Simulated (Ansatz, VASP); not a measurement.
# Mo in VASP and in Ansatz

```
Mo
1.0
    -1.58028    1.58028    1.58028
     1.58028   -1.58028    1.58028
     1.58028    1.58028   -1.58028
Mo
1
Direct
  0.00000 0.00000 0.00000
```

Alike in both runs: functional PBE; k mesh 18 × 18 × 18; occupations fermi-dirac, width 0.05 eV; no spin polarisation.

Ansatz relaxed the structure, and its values are those at the end. VASP's run is a single point on that final structure, the one shown.

|  | VASP | Ansatz |
| --- | --- | --- |
| version | VASP 6.6.1 | Ansatz 0.2.0 |
| potentials or method | VASP PAW PBE potentials, release 64 (Mo_sv) | PAW with Ansatz's default frozen-core files, scalar-relativistic |
| plane-wave cutoff (eV) | 520 | 420 |
| valence electrons in the cell | 14 | 14 |

|  | VASP | Ansatz | Ansatz less VASP |
| --- | --- | --- | --- |
| pressure (GPa) | 0.5 | 0.0 | -0.51 |
